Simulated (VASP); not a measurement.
# Si17O32 (a cell with a defect): single point with PBEsol

Crystal: Si17O32 (a cell with a defect).

```
CELL_PARAMETERS angstrom
-10.08958 0.00000 0.00000
0.00000 -8.66704 0.00000
-0.23902 0.00000 8.31662
ATOMIC_POSITIONS crystal
Si 0.45340 0.67107 0.68642
Si 0.46101 0.34737 0.83570
Si 0.45719 0.31279 0.21300
Si 0.45046 0.64131 0.37637
Si 0.21062 0.19100 0.71237
Si 0.23332 0.85386 0.83823
Si 0.23150 0.81293 0.21753
Si 0.20350 0.14973 0.33907
Si 0.97763 0.68470 0.71490
Si 0.95624 0.34670 0.83548
Si 0.95637 0.31095 0.20888
Si 0.97501 0.65086 0.33141
Si 0.71179 0.17457 0.71270
Si 0.71676 0.83820 0.83064
Si 0.71846 0.80863 0.20660
Si 0.70586 0.14579 0.33654
Si 0.66491 0.58760 0.52197
O 0.43736 0.29772 0.02136
O 0.42668 0.48595 0.27203
O 0.62047 0.69558 0.32393
O 0.34883 0.64991 0.53712
O 0.61242 0.30864 0.77785
O 0.61981 0.73832 0.70492
O 0.44005 0.53138 0.81778
O 0.60875 0.27305 0.26003
O 0.23023 0.82404 0.02661
O 0.17544 0.97283 0.29302
O 0.35742 0.19217 0.30152
O 0.17064 0.16812 0.52844
O 0.38397 0.82309 0.77321
O 0.36173 0.25280 0.72212
O 0.19220 0.03159 0.80936
O 0.38234 0.77872 0.26850
O 0.92319 0.30162 0.02051
O 0.92616 0.48317 0.27326
O 0.12475 0.67914 0.26532
O 0.97798 0.65986 0.52377
O 0.11119 0.31750 0.79219
O 0.12332 0.74138 0.76166
O 0.93049 0.52932 0.80933
O 0.10872 0.26358 0.23856
O 0.69650 0.77788 0.01583
O 0.67614 0.98271 0.25009
O 0.85917 0.19162 0.30376
O 0.68065 0.12953 0.52877
O 0.86783 0.81509 0.76587
O 0.86201 0.23982 0.72525
O 0.68528 0.02092 0.82220
O 0.86945 0.77515 0.25891
```

* Program: VASP 6.6.1
* Task: single point
* Functional: PBEsol
* Potentials or basis: VASP PAW PBE potentials, release 64 (Si, O)
* Cutoff: 520 eV
* k mesh: 2 × 2 × 2
* Occupations: gaussian, width 0.02 eV
* Spin: no spin polarisation
* Dipole correction: no
* Further INCAR settings: LREAL = Auto; ALGO = Normal; EDIFF = 1e-06; NBANDS = 160

```yaml
Pressure: 0.7 GPa
Largest_force: 0.189 eV/Å
Band_gap_on_the_k_mesh: 2.11 eV
```

Forces in eV/Å, atoms in the order of the input:
```
Si  -0.056 -0.028 -0.028
Si  -0.033 -0.022  0.011
Si  -0.040 -0.011 -0.027
Si  -0.051 -0.016 -0.004
Si  -0.023 -0.018  0.011
Si   0.007 -0.012 -0.025
Si   0.012  0.018 -0.046
Si  -0.006 -0.014  0.008
Si  -0.033 -0.012 -0.039
Si   0.009  0.018  0.014
Si  -0.013  0.007 -0.008
Si   0.014  0.026 -0.027
Si   0.006  0.010 -0.005
Si   0.081  0.024  0.041
Si   0.069  0.032  0.002
Si  -0.032  0.010  0.011
Si   0.005 -0.092  0.053
O   -0.034 -0.023  0.019
O   -0.049  0.020  0.016
O    0.039  0.003  0.076
O    0.187 -0.025 -0.015
O   -0.056 -0.008 -0.028
O    0.014  0.003 -0.009
O   -0.062 -0.029 -0.014
O   -0.046 -0.013  0.012
O    0.004 -0.035  0.084
O    0.026  0.010  0.080
O   -0.025  0.070 -0.010
O    0.009 -0.082 -0.043
O   -0.021 -0.043 -0.031
O   -0.016  0.003  0.017
O    0.021  0.020 -0.056
O   -0.029 -0.047 -0.034
O    0.016 -0.002 -0.019
O   -0.002  0.020  0.011
O   -0.042  0.016  0.008
O    0.038 -0.057  0.045
O   -0.003 -0.030  0.032
O    0.013  0.062 -0.016
O    0.033 -0.009 -0.020
O   -0.077  0.005 -0.043
O    0.074  0.077 -0.002
O   -0.003  0.023 -0.023
O   -0.027  0.025  0.060
O    0.015  0.039 -0.003
O    0.035  0.013 -0.014
O   -0.020  0.015 -0.031
O    0.040  0.011  0.021
O    0.034  0.048 -0.014
```

Stress tensor (GPa, compression positive):
```
-0.16 -0.57  0.88
-0.57  1.43 -0.06
 0.88 -0.06  0.71
```

Levels at points of the mesh, in eV from the valence-band top:
```
           k point  band 126  band 127  band 128  band 129  band 130  band 131  band 132  band 133  band 134  band 135
(0.00, 0.00, 0.00)     -2.91     -2.61     -2.45     -2.34     -0.02      2.20      2.96      3.17      4.54      4.76
(0.50, 0.00, 0.00)     -2.92     -2.60     -2.47     -2.33     -0.05      2.27      3.00      3.60      3.79      4.53
(0.00, 0.50, 0.00)     -2.91     -2.63     -2.39     -2.33     -0.02      2.11      3.04      3.75      4.16      4.59
(0.50, 0.50, 0.00)     -2.90     -2.60     -2.44     -2.31     -0.05      2.17      3.05      4.08      4.30      4.36
(0.00, 0.00, 0.50)     -2.91     -2.70     -2.57     -2.43      0.00      2.35      2.68      3.86      4.22      4.61
(0.50, 0.00, 0.50)     -2.91     -2.72     -2.57     -2.43     -0.02      2.38      2.75      4.22      4.27      4.43
(0.00, 0.50, 0.50)     -2.88     -2.71     -2.55     -2.39      0.00      2.28      2.84      4.19      4.28      4.64
(0.50, 0.50, 0.50)     -2.89     -2.71     -2.56     -2.41     -0.02      2.32      2.86      4.29      4.50      4.66
```

Run time: 5.6 min on 4 MPI ranks on Intel(R) Xeon(R) Platinum 8375C CPU @ 2.90GHz (Ice Lake), on a shared host, peak memory 0.61 GiB a rank.

Caveat: the PAW data sets were made with another functional, which shifts forces and pressure a little.
